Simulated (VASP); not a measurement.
# C64O (a cell with a defect) in VASP: further runs

C64O (a cell with a defect) is run at these levels: PBEsol, r2SCAN; tasks: single point.

Everything below comes from runs of VASP 6.6.1. Logs are shortened: lines on timing, memory, paths and dates and some standing lists are left out, and cuts for length are marked.

## (1) The cell of the first run

The cell holds a defect, 65 atoms: a = 7.108 Å, b = 7.108 Å, c = 7.108 Å, α = 90.00°, β = 90.00°, γ = 90.00°.

## (2) Single point, PBEsol

The input, INCAR:

```
SYSTEM = C64O
PREC = Accurate
ENCUT = 520
EDIFF = 1E-6
ISMEAR = -1
SIGMA = 0.05
LREAL = Auto
LASPH = .True.
NELM = 100
ALGO = Normal
ISIF = 2
LWAVE = .False.
LCHARG = .False.
GGA = PS
NBANDS = 169
ISYM = 0
```

The input, KPOINTS:

```
Automatic mesh
0
Gamma
  1 1 1
  0.25 0.25 0.25
```

The input, POSCAR:

```
C64O
1.0
    7.1076060000      0.0000000000      0.0000000000
    0.0000000000      7.1076060000      0.0000000000
    0.0000000000      0.0000000000      7.1076060000
C O
64 1
Direct
    0.0028880000      0.0027060000      0.0003390000
    0.0038690000      0.0021770000      0.4988410000
    0.9979830000      0.5037690000      0.9944460000
    0.9935210000      0.5077520000      0.4962780000
    0.5021110000      0.9998610000      0.0019870000
    0.5137330000      0.9873780000      0.5040620000
    0.5007550000      0.4998880000      0.9993550000
    0.4985100000      0.4957450000      0.5000880000
    0.1261200000      0.1304670000      0.1277540000
    0.1300850000      0.1184790000      0.6328430000
    0.1222240000      0.6388030000      0.1126710000
    0.1273980000      0.6241070000      0.6225480000
    0.6269270000      0.1263060000      0.1255270000
    0.6318290000      0.1224590000      0.6283330000
    0.6241950000      0.6263690000      0.1242220000
    0.6259010000      0.6234730000      0.6234670000
    0.2509530000      0.2515990000      0.0011280000
    0.2836930000      0.2174920000      0.5336860000
    0.2509710000      0.7552960000      0.9949620000
    0.2512990000      0.7498210000      0.4995550000
    0.7496470000      0.2513910000      0.9975300000
    0.7515680000      0.2499610000      0.5003370000
    0.7509000000      0.7511560000      0.9990600000
    0.7518610000      0.7493930000      0.4983940000
    0.3729260000      0.3784330000      0.1241050000
    0.3873200000      0.3680930000      0.6400280000
    0.3764650000      0.8764890000      0.1256960000
    0.3796250000      0.8706730000      0.6272090000
    0.8676040000      0.3783920000      0.1169530000
    0.8771590000      0.3756010000      0.6227690000
    0.8758730000      0.8790150000      0.1240300000
    0.8784250000      0.8756220000      0.6236830000
    0.2538120000      0.0004160000      0.2546190000
    0.2538730000      0.9960590000      0.7542850000
    0.2402870000      0.5213480000      0.2310120000
    0.2523240000      0.4971640000      0.7501160000
    0.7518230000      0.0010370000      0.2498170000
    0.7549940000      0.9991620000      0.7510210000
    0.7469060000      0.5019110000      0.2477140000
    0.7512120000      0.4995370000      0.7481470000
    0.3954530000      0.1047940000      0.3860210000
    0.3785100000      0.1243560000      0.8793870000
    0.3716340000      0.6257700000      0.3725480000
    0.3763910000      0.6251900000      0.8745220000
    0.8761750000      0.1290970000      0.3739590000
    0.8780980000      0.1266950000      0.8751020000
    0.8720080000      0.6301630000      0.3724730000
    0.8752150000      0.6270760000      0.8713630000
    0.9861300000      0.2582260000      0.2388140000
    0.0036040000      0.2506410000      0.7491280000
    0.9991130000      0.7555590000      0.2466670000
    0.0026580000      0.7506160000      0.7478550000
    0.5022820000      0.2477760000      0.2533480000
    0.5092730000      0.2478770000      0.7585690000
    0.5005930000      0.7497200000      0.2497820000
    0.5023090000      0.7472000000      0.7503740000
    0.0925500000      0.4087560000      0.3426240000
    0.1259180000      0.3762910000      0.8747830000
    0.1267660000      0.8764160000      0.3750380000
    0.1278400000      0.8768230000      0.8744950000
    0.6251880000      0.3745910000      0.3753810000
    0.6286380000      0.3748320000      0.8766420000
    0.6313170000      0.8708860000      0.3753220000
    0.6271890000      0.8750900000      0.8754160000
    0.2352240000      0.3125860000      0.3905530000
```

Potentials or basis: VASP PAW PBE potentials, release 64 (C, O).

The run is started by

```console
cat potpaw_PBE.64/C/POTCAR potpaw_PBE.64/O/POTCAR > POTCAR
mpirun -np 1 vasp_std > vasp.out
```

OUTCAR:

```text
SYSTEM = C64O
   PREC = Accurate
   ENCUT = 520
   EDIFF = 1E-6
   ISMEAR = -1
   LREAL = Auto
   LASPH = .True.
   NELM = 100
   ISIF = 2
   GGA = PS
   ISYM = 0

 ion  position               nearest neighbor table
   1  0.003  0.003  0.000-  46 1.53  31 1.54  60 1.55   9 1.55
   2  0.004  0.002  0.499-  59 1.53  32 1.55  10 1.55  45 1.56
   3  0.998  0.504  0.994-  48 1.51  58 1.54  11 1.55  29 1.55
   4  0.994  0.508  0.496-  57 1.48  47 1.51  30 1.54  12 1.55
   5  0.502  1.000  0.002-  42 1.52  27 1.53  13 1.54  64 1.54
   6  0.514  0.987  0.504-  41 1.45  63 1.49  28 1.54  14 1.55
[... 26 lines left out ...]
  33  0.254  0.000  0.255-  59 1.52  27 1.54  41 1.56   9 1.58
  34  0.254  0.996  0.754-  60 1.50  10 1.51  42 1.55  28 1.55
  35  0.240  0.521  0.231-  11 1.45  57 1.54  43 1.56  25 1.58  65 1.87
  36  0.252  0.497  0.750-  58 1.53  26 1.54  44 1.55  12 1.56
  37  0.752  0.001  0.250-  31 1.53  13 1.54  63 1.54  45 1.55
  38  0.755  0.999  0.751-  14 1.51  32 1.54  46 1.54  64 1.54
  39  0.747  0.502  0.248-  15 1.52  29 1.54  61 1.55  47 1.55
  40  0.751  0.500  0.748-  16 1.53  48 1.54  30 1.54  62 1.54
  41  0.395  0.105  0.386-   6 1.45  18 1.54  33 1.56  53 1.58  65 1.87
  42  0.379  0.124  0.879-   5 1.52  54 1.54  17 1.55  34 1.55
  43  0.372  0.626  0.373-  20 1.52  55 1.54  35 1.56   8 1.58
  44  0.376  0.625  0.875-  56 1.53   7 1.54  19 1.54  36 1.55
  45  0.876  0.129  0.374-  22 1.53  49 1.54  37 1.55   2 1.56
  46  0.878  0.127  0.875-   1 1.53  38 1.54  50 1.54  21 1.54
  47  0.872  0.630  0.372-  24 1.50   4 1.51  39 1.55  51 1.55
[... 16 lines left out ...]
  64  0.627  0.875  0.875-  23 1.52  38 1.54   5 1.54  56 1.55
  65  0.235  0.313  0.391-  18 1.27  57 1.27  41 1.87  35 1.87

IMPORTANT INFORMATION: All symmetrisations will be switched off!
NOSYMM: (Re-)initialisation of all symmetry stuff for point group C_1.

----------------------------------------------------------------------------------------

                                     Primitive cell

  volume of cell :     359.0625

  direct lattice vectors                    reciprocal lattice vectors
     7.107606000  0.000000000  0.000000000     0.140694349  0.000000000  0.000000000
     0.000000000  7.107606000  0.000000000     0.000000000  0.140694349  0.000000000
     0.000000000  0.000000000  7.107606000     0.000000000  0.000000000  0.140694349

  length of vectors
     7.107606000  7.107606000  7.107606000     0.140694349  0.140694349  0.140694349

  position of ions in fractional coordinates (direct lattice)
     0.002888000  0.002706000  0.000339000
     0.003869000  0.002177000  0.498841000
     0.997983000  0.503769000  0.994446000
     0.993521000  0.507752000  0.496278000
     0.502111000  0.999861000  0.001987000
     0.513733000  0.987378000  0.504062000
[... 57 lines left out ...]
     0.627189000  0.875090000  0.875416000
     0.235224000  0.312586000  0.390553000

  ion indices of the primitive-cell ions
   primitive index   ion index
                 1           1
                 2           2
                 3           3
                 4           4
                 5           5
                 6           6
[... 57 lines left out ...]
                64          64
                65          65

----------------------------------------------------------------------------------------

 KPOINTS: Automatic mesh

Automatic generation of k-mesh.
 Grid dimensions read from file:
 generate k-points for:    1    1    1

 Generating k-lattice:

  Cartesian coordinates                     Fractional coordinates (reciprocal lattice)
     0.140694349  0.000000000  0.000000000     1.000000000  0.000000000  0.000000000
     0.000000000  0.140694349  0.000000000     0.000000000  1.000000000  0.000000000
     0.000000000  0.000000000  0.140694349     0.000000000  0.000000000  1.000000000

  Length of vectors
     0.140694349  0.140694349  0.140694349

  Shift w.r.t. Gamma in fractional coordinates (k-lattice)
     0.250000000  0.250000000  0.250000000

 Subroutine IBZKPT returns following result:
 ===========================================

 Found      4 irreducible k-points:

 Following reciprocal coordinates:
            Coordinates               Weight
  0.250000  0.250000  0.250000      2.000000
 -0.250000  0.250000  0.250000      2.000000
 -0.250000 -0.250000  0.250000      2.000000
  0.250000 -0.250000  0.250000      2.000000
   k-points           NKPTS =      4   k-points in BZ     NKDIM =      4   number of bands    NBANDS=    169
   number of dos      NEDOS =    301   number of ions     NIONS =     65
   total plane-waves  NPLWV = 157464
   dimension x,y,z NGX =    54 NGY =   54 NGZ =   54
   dimension x,y,z NGXF=   108 NGYF=  108 NGZF=  108
   ions per type =              64   1
   NGX,Y,Z   is equivalent  to a cutoff of  12.63, 12.63, 12.63 a.u.
   NGXF,Y,Z  is equivalent  to a cutoff of  25.26, 25.26, 25.26 a.u.
 SYSTEM =  C64O
   PREC   = accura    normal or accurate (medium, high low for compatibility)
   ISTART =      0    job   : 0-new  1-cont  2-samecut
   ICHARG =      2    charge: 1-file 2-atom 10-const
   ISPIN  =      1    spin polarized calculation?
   LNONCOLLINEAR =      F non collinear calculations
   LSORBIT =      F    spin-orbit coupling
   LASPH  =      T    aspherical Exc in radial PAW
   ENCUT  =  520.0 eV  38.22 Ry    6.18 a.u.  13.22 13.22 13.22*2*pi/ulx,y,z
   NELM   =    100;   NELMIN=  2; NELMDL= -5     # of ELM steps
   EDIFF  = 0.1E-05   stopping-criterion for ELM
   LREAL  =      T    real-space projection
   EDIFFG = 0.1E-04   stopping-criterion for IOM
   NSW    =      0    number of steps for IOM
   IBRION =     -1    ionic relax: 0-MD 1-quasi-New 2-CG
   NFREE  =      0    steps in history (QN), initial steepest desc. (CG)
   ISIF   =      2    stress and relaxation
   ISYM   =      0    0-nonsym 1-usesym 2-fastsym
   POTIM  = 0.5000    time-step for ionic-motion
   TEBEG  =    0.0;   TEEND  =   0.0 temperature during run
   PSTRESS=    0.0 pullay stress
   NELECT =     262.0000    total number of electrons
   NUPDOWN=      -1.0000    fix difference up-down
   EMIN   =  10.00;   EMAX   =-10.00  energy-range for DOS
   EFERMI =   0.00;   METHOD = LEGACY
   ISMEAR =    -1;   SIGMA  =   0.05  broadening in eV -4-tet -1-fermi 0-gaus
   EFERMI_NEDOS =   21; number of points for ismear=-14 and -15
   IALGO  =     38    algorithm
   IMIX   =      4    mixing-type and parameters
     AMIX     =   0.40;   BMIX     =  1.00
     AMIX_MAG =   1.60;   BMIX_MAG =  1.00
  volume/ion in A,a.u.               =       5.52        37.28
  Fermi-wavevector in a.u.,A,eV,Ry     =   1.473845  2.785164 29.554849  2.172220
  Thomas-Fermi vector in A             =   2.588689
   LORBIT       =      0    0 simple, 1 ext, 2 COOP (PROOUT), +10 PAW based schemes
   GGA     = PS    functional components
   LHFCALC =     F    Hartree Fock is set to
   AEXX    =    0.0000 exact exchange contribution
   IVDW    =     0    specifies the selected vdW correction
   LEPSILON=     F    determine dielectric tensor
   LRPA    =     F    only Hartree local field effects (RPA)
 non-spin polarized calculation
  energy-cutoff  :      520.00
  volume of cell :      359.06
 maximum number of plane-waves:      9651
 NGX is ok and might be reduce to    54
   NGX = 27   NGY = 27   NGZ = 27

 number of electron     262.0000001 magnetization

 Free energy of the ion-electron system (eV)
  ---------------------------------------------------
  ext. energy  EPLUGINS =         0.00000000
  ---------------------------------------------------
  free energy    TOTEN  =      -613.85954367 eV

  energy without entropy =     -613.85954367  energy(sigma->0) =     -613.85954367

 E-fermi :  10.8767     XC(G=0): -13.5672

 val. band max:        9.6869412441   @ k =   0.2500  -0.2500   0.2500
 cond. band min:      14.4052378444   @ k =   0.2500  -0.2500   0.2500
 fundamental gap:      4.7182966003
 Fermi energy:        10.8766552689

 k-point     1 :       0.2500    0.2500    0.2500
  band No.  band energies     occupation
      1     -15.0724      2.00000
      2     -11.1694      2.00000
      3     -10.4133      2.00000
      4     -10.1514      2.00000
      5      -9.7357      2.00000
      6      -9.2691      2.00000
[... 135 lines left out ...]
    142      16.4308      0.00000
    143      16.5522      0.00000

 k-point     2 :      -0.2500    0.2500    0.2500
  band No.  band energies     occupation
      1     -15.0724      2.00000
      2     -11.1718      2.00000
      3     -10.4071      2.00000
      4     -10.1514      2.00000
      5      -9.7373      2.00000
      6      -9.2578      2.00000
[... 135 lines left out ...]
    142      16.4266      0.00000
    143      16.5043      0.00000

 k-point     3 :      -0.2500   -0.2500    0.2500
  band No.  band energies     occupation
      1     -15.0724      2.00000
      2     -11.1718      2.00000
      3     -10.4072      2.00000
      4     -10.1516      2.00000
      5      -9.7370      2.00000
      6      -9.2581      2.00000
[... 135 lines left out ...]
    142      16.4282      0.00000
    143      16.5063      0.00000

 k-point     4 :       0.2500   -0.2500    0.2500
  band No.  band energies     occupation
      1     -15.0723      2.00000
      2     -11.2293      2.00000
      3     -10.1561      2.00000
      4     -10.1488      2.00000
      5      -9.8379      2.00000
      6      -9.2636      2.00000
[... 135 lines left out ...]
    142      16.2795      0.00000
    143      16.3720      0.00000
 [bands above 143 left out]

------------------------ aborting loop because EDIFF is reached ----------------------------------------

  FORCE on cell =-STRESS in cart. coord.  units (eV):
  Direction    XX          YY          ZZ          XY          YZ          ZX
  --------------------------------------------------------------------------------------
  -------------------------------------------------------------------------------------
  Total       30.3811624     30.5224583     30.4221378    -19.7386027    -19.6462386     16.5319230
  in kB      135.5641743    136.1946523    135.7470110    -88.0758720    -87.6637330     73.7673055
  external PRESSURE =     135.8352792 kB  Pullay stress =       0.0000000 kB

 VOLUME and BASIS-vectors are now :
 -----------------------------------------------------------------------------
  energy-cutoff  :      520.00
  volume of cell :      359.06
      direct lattice vectors                 reciprocal lattice vectors
     7.107606000  0.000000000  0.000000000     0.140694349  0.000000000  0.000000000
     0.000000000  7.107606000  0.000000000     0.000000000  0.140694349  0.000000000
     0.000000000  0.000000000  7.107606000     0.000000000  0.000000000  0.140694349

 POSITION                                       TOTAL-FORCE (eV/Angst)
 -----------------------------------------------------------------------------------
      0.02053      0.01923      0.00241         0.053736      0.075596      0.075388
      0.02750      0.01547      3.54557         0.072375      0.078663      0.087430
      7.09327      3.58059      7.06813         0.071391      0.107607      0.076955
      7.06156      3.60890      3.52735         0.060208      0.076358      0.050824
      3.56881      7.10662      0.01412         0.082765      0.092898      0.093598
      3.65141      7.01789      3.58267         0.088237      0.113321      0.023808
[... 57 lines left out ...]
      4.45781      6.21979      6.22211        -0.074012     -0.073294     -0.088159
      1.67188      2.22174      2.77590         0.048171      0.006708     -0.052763
 -----------------------------------------------------------------------------------
    total drift:                               -0.027106     -0.033481     -0.005150

  FREE ENERGIE OF THE ION-ELECTRON SYSTEM (eV)
  ---------------------------------------------------
  free  energy   TOTEN  =      -613.8595436675 eV

  energy  without entropy=     -613.8595436675  energy(sigma->0) =     -613.85954367
```

It took 7.3 min on 1 thread of Intel Xeon Platinum 8488C (Sapphire Rapids), shared host; peak memory 0.45 GiB.

Results:

```
Free energy            : -613.8595 eV
Pressure               : 13.6 GPa
Largest force          : 0.183 eV/Å
Band gap on the k mesh : 4.72 eV
```

Forces on the atoms (eV/Å):
```
C    0.054  0.076  0.075
C    0.072  0.079  0.087
C    0.071  0.108  0.077
C    0.060  0.076  0.051
C    0.083  0.093  0.094
C    0.088  0.113  0.024
C    0.022  0.104  0.098
C    0.027  0.090  0.018
C    0.001 -0.087 -0.040
C   -0.054 -0.082 -0.062
C   -0.002 -0.109 -0.108
C   -0.074 -0.080 -0.096
C   -0.081 -0.092 -0.053
C   -0.060 -0.100 -0.095
C   -0.061 -0.092 -0.107
C   -0.054 -0.062 -0.089
C    0.052  0.080  0.049
C    0.066 -0.110  0.130
C    0.040  0.106  0.102
C    0.091  0.048  0.095
C    0.046  0.033  0.055
C    0.051  0.073  0.068
C    0.068  0.075  0.096
C    0.092  0.069  0.050
C    0.002 -0.048 -0.078
C   -0.060 -0.053 -0.062
C   -0.098 -0.077 -0.124
C   -0.086 -0.056 -0.070
C   -0.045  0.010 -0.072
C   -0.064 -0.046 -0.048
C   -0.060 -0.096 -0.097
C   -0.087 -0.072 -0.099
C    0.072  0.048  0.093
C    0.016  0.053  0.115
C   -0.031  0.112  0.015
C    0.042  0.099  0.066
C    0.068  0.074  0.095
C    0.063  0.086  0.100
C    0.078  0.083  0.096
C    0.049  0.087  0.074
C   -0.022 -0.096  0.014
C   -0.072 -0.105 -0.087
C   -0.076 -0.045 -0.072
C   -0.066 -0.079 -0.078
C   -0.052 -0.104 -0.051
C   -0.040 -0.096 -0.066
C   -0.098 -0.058 -0.042
C   -0.077 -0.092 -0.081
C    0.051  0.045  0.064
C    0.037  0.055  0.074
C    0.058  0.050  0.102
C    0.073  0.084  0.102
C    0.071  0.041  0.013
C    0.057 -0.014  0.052
C    0.094  0.080  0.117
C    0.071  0.091  0.095
C   -0.121  0.101 -0.069
C   -0.051 -0.080 -0.062
C   -0.086 -0.049 -0.105
C   -0.022 -0.074 -0.108
C   -0.044 -0.065 -0.071
C   -0.036 -0.025 -0.070
C   -0.081 -0.108 -0.057
C   -0.074 -0.073 -0.088
O    0.048  0.007 -0.053
```

Stress tensor (GPa, compression positive):
```
13.56 -8.81  7.38
-8.81 13.62 -8.77
 7.38 -8.77 13.57
```

Levels at points of the mesh, in eV from the valence-band top:
```tsv
k point	band 129	band 130	band 131	band 132	band 133	band 134
(0.25, 0.25, 0.25)	-0.49	-0.40	-0.26	4.88	5.12	5.21
```

Caveat: the k points lie up to 0.88 Å⁻¹ apart; the PAW data sets were made with another functional, which shifts forces and pressure a little.

[end of part 1 of 2]
